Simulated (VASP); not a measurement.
# Ir (Fm-3m) in VASP: notebook, part 2 of 2

VASP 6.6.1.

## 5. Single point, HSE06

This run uses another cell than the first one, of 13.50 Å³/atom, 0.960 times its volume.

Input file POSCAR:

```
Ir
1.0
    0.0000000000      1.8897103398      1.8897103398
    1.8897103398      0.0000000000      1.8897103398
    1.8897103398      1.8897103398      0.0000000000
Ir
1
Direct
    0.0000000000      0.0000000000      0.0000000000
```

Input file INCAR.step1:

```
SYSTEM = Ir
ALGO = Normal ; EDIFF = 1E-5
ENCUT = 520 ; GGA = PE
ISIF = 2 ; ISMEAR = -1
LASPH = .True. ; LCHARG = .False.
LREAL = .False. ; LWAVE = .True.
NBANDS = 10 ; NELM = 80
PREC = Accurate ; SIGMA = 0.05
```

Input file INCAR.step2:

```
SYSTEM = Ir
ALGO = Normal ; EDIFF = 1E-6
ENCUT = 520 ; GGA = PE
HFSCREEN = 0.2079 ; ISIF = 2
ISMEAR = -1 ; ISTART = 1
LASPH = .True. ; LCHARG = .False.
LHFCALC = .True. ; LREAL = .False.
LWAVE = .False. ; NBANDS = 10
NELM = 80 ; PREC = Accurate
PRECFOCK = Normal ; SIGMA = 0.05
```

Input file KPOINTS:

```
k-points
0
Gamma
  8 8 8
  0 0 0
```

Potentials or basis: VASP PAW PBE potentials, release 64 (Ir).

The run is started by

```
> cat potpaw_PBE.64/Ir/POTCAR > POTCAR
> cp INCAR.step1 INCAR
> mpirun -np 1 vasp_std > vasp.out
> cp INCAR.step2 INCAR
> mpirun -np 1 vasp_std > vasp.out
```

OUTCAR:

```text
SYSTEM = Ir
   EDIFF = 1E-6
   ENCUT = 520
   GGA = PE
   HFSCREEN = 0.2079
   ISIF = 2
   ISMEAR = -1
   ISTART = 1
   LASPH = .True.
   LHFCALC = .True.
   LREAL = .False.
   NELM = 80
   PREC = Accurate
   PRECFOCK = Normal

 ion  position               nearest neighbor table
   1  0.000  0.000  0.000-

  LATTYP: Found a face centered cubic cell.
 ALAT       =     3.7794206796

  Lattice vectors:

 A1 = (   0.0000000000,   1.8897103398,   1.8897103398)
 A2 = (   1.8897103398,   0.0000000000,   1.8897103398)
 A3 = (   1.8897103398,   1.8897103398,   0.0000000000)

Analysis of symmetry for initial positions (statically):
[... 5 lines left out ...]
 face centered cubic supercell.

 Subroutine GETGRP returns: Found 48 space group operations
 (whereof 48 operations were pure point group operations)
 out of a pool of 48 trial point group operations.

The static configuration has the point symmetry O_h .

Analysis of symmetry for dynamics (positions and initial velocities):
[... 5 lines left out ...]
 face centered cubic supercell.

 Subroutine GETGRP returns: Found 48 space group operations
 (whereof 48 operations were pure point group operations)
 out of a pool of 48 trial point group operations.

The dynamic configuration has the point symmetry O_h .

 Subroutine INISYM returns: Found 48 space group operations
 (whereof 48 operations are pure point group operations),
 and found     1 'primitive' translations

----------------------------------------------------------------------------------------

                                     Primitive cell

  volume of cell :      13.4963

  direct lattice vectors                    reciprocal lattice vectors
[... 104 lines left out ...]
     AMIX     =   0.40;   BMIX     =  1.00
     AMIX_MAG =   1.60;   BMIX_MAG =  1.00
  volume/ion in A,a.u.               =      13.50        91.08
  Fermi-wavevector in a.u.,A,eV,Ry     =   1.430267  2.702813 27.832941  2.045663
  Thomas-Fermi vector in A             =   2.550131
   LORBIT       =      0    0 simple, 1 ext, 2 COOP (PROOUT), +10 PAW based schemes
   GGA     = PE    functional components
   LHFCALC =     T    Hartree Fock is set to
   PRECFOCK=normal    Normal, Fast or Accurate (Low or Medium for compatibility)
   ENCUT4O =  -1.0   cutoff for four orbital integrals eV
   NKREDX  =     1    reduce k-point grid by
   NKREDY  =     1    reduce k-point grid by
   NKREDZ  =     1    reduce k-point grid by
   AEXX    =    0.2500 exact exchange contribution
   HFSCREEN=    0.2079 screening length (either q_TF or 0.3 A-1)
   HFSCREENC=   0.2079 screening length for correlation (either q_TF or 0.3 A-1)
   ENCUTFOCK=  -1.0 apply spherical cutoff to Coloumb kernel
   IVDW    =     0    specifies the selected vdW correction
   LEPSILON=     F    determine dielectric tensor
   LRPA    =     F    only Hartree local field effects (RPA)
 non-spin polarized calculation
  energy-cutoff  :      520.00
  volume of cell :       13.50
 maximum number of plane-waves:       380
  NGX = 16; NGY = 16; NGZ = 16

 number of electron       9.0000001 magnetization

 Free energy of the ion-electron system (eV)
  ---------------------------------------------------
  ext. energy  EPLUGINS =         0.00000000
  ---------------------------------------------------
  free energy    TOTEN  =       -10.08797077 eV

  energy without entropy =      -10.07966920  energy(sigma->0) =      -10.08381999

 E-fermi :  10.9797     XC(G=0): -11.5744

 val. band max:       10.9058470526   @ k =  -0.3750   0.1250   0.0000
 cond. band min:      11.0387022803   @ k =   0.3750   0.1250   0.0000
 fundamental gap:      0.1328552277
 Fermi energy:        10.9796897841

 k-point     1 :       0.0000    0.0000    0.0000
  band No.  band energies     occupation
      1      -1.9118      2.00000
      2       6.0751      2.00000
      3       6.0751      2.00000
      4       6.0751      2.00000
      5       8.9360      2.00000
      6       8.9360      2.00000
      7      26.2364      0.00000
      8      32.3952      0.00000
      9      32.3952      0.00000
     10      32.3952      0.00000
[... 287 lines left out ...]
 k-point    24 :      -0.3750    0.2500    0.1250
  band No.  band energies     occupation
      1       2.9858      2.00000
      2       4.3247      2.00000
      3       6.5210      2.00000
      4       7.4685      2.00000
      5      11.6806      0.00000
      6      16.9131      0.00000
      7      19.0283      0.00000
      8      28.1490      0.00000
      9      28.7202      0.00000
     10      32.5703      0.00000

 [... further k-points ...]
[... 5 lines left out ...]
  --------------------------------------------------------------------------------------
  -------------------------------------------------------------------------------------
  Total        1.6890581      1.6890581      1.6890581     -0.0000000      0.0000000      0.0000000
  in kB      200.5115772    200.5115772    200.5115772     -0.0000000      0.0000000      0.0000000
  external PRESSURE =     200.5115772 kB  Pullay stress =       0.0000000 kB

 VOLUME and BASIS-vectors are now :
 -----------------------------------------------------------------------------
  energy-cutoff  :      520.00
  volume of cell :       13.50
      direct lattice vectors                 reciprocal lattice vectors
     0.000000000  1.889710340  1.889710340    -0.264590816  0.264590816  0.264590816
     1.889710340  0.000000000  1.889710340     0.264590816 -0.264590816  0.264590816
     1.889710340  1.889710340  0.000000000     0.264590816  0.264590816 -0.264590816

 POSITION                                       TOTAL-FORCE (eV/Angst)
 -----------------------------------------------------------------------------------
      0.00000      0.00000      0.00000        -0.000000     -0.000000      0.000000
 -----------------------------------------------------------------------------------
    total drift:                                0.000000      0.000000     -0.000000

  FREE ENERGIE OF THE ION-ELECTRON SYSTEM (eV)
  ---------------------------------------------------
  free  energy   TOTEN  =       -10.0879707718 eV

  energy  without entropy=      -10.0796692025  energy(sigma->0) =      -10.08381999
```

Run time: 33 min. Hardware: 1 thread of Intel Xeon Platinum 8259CL at 2.50GHz (Skylake/Cascade Lake), shared host; peak memory 0.24 GiB.

What came out:

```yaml
Free_energy: -10.0880 eV
Pressure: 20.1 GPa
```

Caveat: the PAW data sets were made with another functional, which shifts forces and pressure a little; spin-orbit coupling is left out, which moves the levels of the heavy elements.

## 6. Single point, PBE0

This run uses another cell than the first one, of 13.50 Å³/atom, 0.960 times its volume.

POSCAR is that of step 5.

Input file INCAR.step1:

```
PREC     = Accurate       # precision mode
ENCUT    = 520            # plane-wave cutoff, eV
EDIFF    = 1E-5           # SCF threshold, eV
ISMEAR   = -1             # smearing method
SIGMA    = 0.05           # smearing width, eV
LREAL    = False          # projectors in reciprocal space
LASPH    = True           # aspherical terms in the spheres
NELM     = 100            # most SCF steps
ALGO     = Normal         # electronic algorithm
ISIF     = 2              # what is computed and relaxed
LWAVE    = True           # write WAVECAR
NBANDS   = 10             # bands
GGA      = PE             # functional
```

Input file INCAR.step2:

```
PREC     = Accurate       # precision mode
ENCUT    = 520            # plane-wave cutoff, eV
EDIFF    = 1E-6           # SCF threshold, eV
ISMEAR   = -1             # smearing method
SIGMA    = 0.05           # smearing width, eV
LREAL    = False          # projectors in reciprocal space
LASPH    = True           # aspherical terms in the spheres
NELM     = 100            # most SCF steps
ALGO     = Normal         # electronic algorithm
ISIF     = 2              # what is computed and relaxed
LWAVE    = False          # write WAVECAR
LCHARG   = True           # write CHGCAR
GGA      = PE             # functional
LHFCALC  = True           # exact exchange
AEXX     = 0.25           # exact-exchange fraction
PRECFOCK = Normal       
LELF     = True           # ELF
LVHAR    = True         
NBANDS   = 10             # bands
ISTART   = 1
```

Input file KPOINTS:

```
regular mesh
0
Gamma
  8 8 8
```

Potentials or basis: VASP PAW PBE potentials, release 64 (Ir).

The run is started by

```
> cat potpaw_PBE.64/Ir/POTCAR > POTCAR
> cp INCAR.step1 INCAR
> mpirun -np 1 vasp_std > vasp.out
> cp INCAR.step2 INCAR
> mpirun -np 1 vasp_std > vasp.out
```

OUTCAR:

```text
PREC = Accurate
   ENCUT = 520
   EDIFF = 1E-6
   ISMEAR = -1
   LREAL = False
   LASPH = True
   NELM = 100
   ISIF = 2
   GGA = PE
   LHFCALC = True
   AEXX = 0.25
   PRECFOCK = Normal
   ISTART = 1

 ion  position               nearest neighbor table
   1  0.000  0.000  0.000-

  LATTYP: Found a face centered cubic cell.
 ALAT       =     3.7794206796

  Lattice vectors:

 A1 = (   0.0000000000,   1.8897103398,   1.8897103398)
 A2 = (   1.8897103398,   0.0000000000,   1.8897103398)
 A3 = (   1.8897103398,   1.8897103398,   0.0000000000)

Analysis of symmetry for initial positions (statically):
[... 5 lines left out ...]
 face centered cubic supercell.

 Subroutine GETGRP returns: Found 48 space group operations
 (whereof 48 operations were pure point group operations)
 out of a pool of 48 trial point group operations.

The static configuration has the point symmetry O_h .

Analysis of symmetry for dynamics (positions and initial velocities):
[... 5 lines left out ...]
 face centered cubic supercell.

 Subroutine GETGRP returns: Found 48 space group operations
[... 151 lines left out ...]
  ---------------------------------------------------
  free energy    TOTEN  =       -10.87491599 eV

  energy without entropy =      -10.87188768  energy(sigma->0) =      -10.87340183

 E-fermi :  11.1373     XC(G=0): -11.1653

 val. band max:       10.6958893588   @ k =  -0.3750   0.1250   0.0000
 cond. band min:      11.1971487386   @ k =   0.3750   0.1250   0.0000
 fundamental gap:      0.5012593798
 Fermi energy:        11.1373080915

 k-point     1 :       0.0000    0.0000    0.0000
  band No.  band energies     occupation
      1      -2.3345      2.00000
      2       5.6870      2.00000
      3       5.6870      2.00000
      4       5.6870      2.00000
      5       8.5454      2.00000
      6       8.5454      2.00000
      7      26.6151      0.00000
      8      32.7972      0.00000
      9      32.7972      0.00000
     10      32.7972      0.00000
[... 287 lines left out ...]
 k-point    24 :      -0.3750    0.2500    0.1250
  band No.  band energies     occupation
      1       2.5870      2.00000
      2       3.9216      2.00000
      3       6.1527      2.00000
      4       7.0939      2.00000
      5      12.0058      0.00000
      6      17.3103      0.00000
      7      19.4470      0.00000
      8      28.5436      0.00000
      9      29.1429      0.00000
     10      32.9855      0.00000

 [... further k-points ...]
[... 5 lines left out ...]
  --------------------------------------------------------------------------------------
  -------------------------------------------------------------------------------------
  Total        1.6873086      1.6873086      1.6873086     -0.0000000      0.0000000     -0.0000000
  in kB      200.3038911    200.3038911    200.3038911     -0.0000000      0.0000000     -0.0000000
  external PRESSURE =     200.3038911 kB  Pullay stress =       0.0000000 kB

 VOLUME and BASIS-vectors are now :
 -----------------------------------------------------------------------------
  energy-cutoff  :      520.00
  volume of cell :       13.50
      direct lattice vectors                 reciprocal lattice vectors
     0.000000000  1.889710340  1.889710340    -0.264590816  0.264590816  0.264590816
     1.889710340  0.000000000  1.889710340     0.264590816 -0.264590816  0.264590816
     1.889710340  1.889710340  0.000000000     0.264590816  0.264590816 -0.264590816

 POSITION                                       TOTAL-FORCE (eV/Angst)
 -----------------------------------------------------------------------------------
      0.00000      0.00000      0.00000        -0.000000     -0.000000      0.000000
 -----------------------------------------------------------------------------------
    total drift:                               -0.000000     -0.000000     -0.000000

  FREE ENERGIE OF THE ION-ELECTRON SYSTEM (eV)
  ---------------------------------------------------
  free  energy   TOTEN  =       -10.8749159916 eV

  energy  without entropy=      -10.8718876756  energy(sigma->0) =      -10.87340183
```

OSZICAR.step1:

```text
N       E                     dE             d eps       ncg     rms          rms(c)
DAV:   1     0.496492805932E+02    0.49649E+02   -0.44591E+03   580   0.829E+02
DAV:   2    -0.828544075177E+01   -0.57935E+02   -0.54944E+02   592   0.200E+02
DAV:   3    -0.920422004519E+01   -0.91878E+00   -0.91497E+00   678   0.311E+01
DAV:   4    -0.921303031088E+01   -0.88103E-02   -0.88086E-02   638   0.279E+00
DAV:   5    -0.921321060433E+01   -0.18029E-03   -0.18029E-03   676   0.389E-01    0.176E+01
DAV:   6    -0.878300176656E+01    0.43021E+00   -0.65719E-01   654   0.101E+01    0.765E+00
DAV:   7    -0.868990622821E+01    0.93096E-01   -0.25497E-01   700   0.584E+00    0.152E+00
DAV:   8    -0.868476643463E+01    0.51398E-02   -0.28480E-03   656   0.665E-01    0.596E-01
DAV:   9    -0.868359741241E+01    0.11690E-02   -0.11496E-03   672   0.478E-01    0.159E-02
DAV:  10    -0.868360609732E+01   -0.86849E-05   -0.69589E-06   550   0.241E-02
   1 F= -.86836061E+01 E0= -.86769540E+01  d E =-.133042E-01
```

It took 29 min on 1 thread of Intel Xeon Platinum 8259CL at 2.50GHz (Skylake/Cascade Lake), shared host; peak memory 0.14 GiB.

Results:

| Item | Value |
| --- | --- |
| Free energy | -10.8749 eV |
| Pressure | 20.0 GPa |

Levels at points of the mesh, in eV from the Fermi level:
| k point | band 1 | band 2 | band 3 | band 4 | band 5 | band 6 | band 7 | band 8 | band 9 |
| --- | --- | --- | --- | --- | --- | --- | --- | --- | --- |
| (0.00, 0.00, 0.00) | -13.47 | -5.45 | -5.45 | -5.45 | -2.59 | -2.59 | 15.48 | 21.66 | 21.66 |
| (0.50, 0.00, 0.00) | -10.26 | -5.75 | -5.75 | -1.59 | 1.23 | 1.23 | 9.06 | 15.02 | 21.84 |
| (0.50, 0.50, 0.00) | -10.30 | -9.52 | 0.58 | 1.80 | 2.13 | 2.13 | 12.64 | 13.16 | 13.16 |

Caveat: the PAW data sets were made with another functional, which shifts forces and pressure a little; spin-orbit coupling is left out, which moves the levels of the heavy elements.

## 7. The runs side by side

| task | level | potentials or basis | spin | cell | k mesh | cutoff (eV) | second run | grid for exact exchange (PRECFOCK) | screening parameter | gap on the mesh (eV) | pressure (GPa) |
| --- | --- | --- | --- | --- | --- | --- | --- | --- | --- | --- | --- |
| relaxation of cell and atoms | revPBE+D4 | VASP PAW PBE potentials, release 64 (Ir) | off | relaxed from a = 2.709 Å, angles 60.0°, 1 atom | 12 × 12 × 12 | 500 | - | - | - | none | 0.0 |
| single point | r2SCAN | VASP PAW PBE potentials, release 64 (Ir_sv_GW) | off | a = 2.709 Å, angles 60.0°, 1 atom | 12 × 12 × 12 | 550 | valence_matched | - | - | none | 1.3 |
| single point | PBEsol | VASP PAW PBE potentials, release 64 (Ir_sv_GW) | non-collinear, zero start, SOC | a = 2.709 Å, angles 60.0°, 1 atom | 12 × 12 × 12 | 500 | valence_matched | - | - | - | -2.0 |
| single point | HSE06 | VASP PAW PBE potentials, release 64 (Ir) | off | a = 2.672 Å, angles 60.0°, 1 atom | 8 × 8 × 8 | 520 | - | Normal | 0.2079 1/Å | none | 20.1 |
| single point | PBE0 | VASP PAW PBE potentials, release 64 (Ir) | off | a = 2.672 Å, angles 60.0°, 1 atom | 8 × 8 × 8 | 520 | - | Normal | - | none | 20.0 |

Alike in all rows: smearing fermi-dirac 0.05 eV.

Caveats: the PAW data sets were made with another functional, which shifts forces and pressure a little; spin-orbit coupling is left out, which moves the levels of the heavy elements (some runs); pairwise dispersion overbinds metals, which lowers pressure and volume (some runs).

Total energies depend on the potentials used, so only differences within one code and one set of settings carry meaning.
